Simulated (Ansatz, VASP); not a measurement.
**One calculation of RhC, two programs**

```
Rh C
1.0
     0.00000    2.29086    2.29086
     2.29086    0.00000    2.29086
     2.29086    2.29086    0.00000
Rh C
1 1
Direct
  0.00000 0.00000 0.00000
  0.25000 0.25000 0.25000
```

Alike in both runs: functional PBE; k mesh 14 × 14 × 14; occupations fermi-dirac, width 0.1 eV; no spin polarisation.

Ansatz relaxed the structure, and its values are those at the end. VASP's run is a single point on that final structure, the one shown.

|  | VASP | Ansatz |
| --- | --- | --- |
| version | VASP 6.6.1 | Ansatz 0.2.0 |
| potentials or method | VASP PAW PBE potentials, release 64 (Rh_pv, C) | PAW with Ansatz's default frozen-core files, scalar-relativistic |
| plane-wave cutoff (eV) | 520 | 420 |
| valence electrons in the cell | 19 | 21 |

VASP gave:

| Quantity | Value |
| --- | --- |
| pressure (GPa) | 0.1 |

Task: Which values does Ansatz return?

Result: Pressure (GPa): 0.0.

VASP's potentials hold 19 valence electrons a cell and Ansatz's 21, so a difference there can come from the potentials and not from the codes.
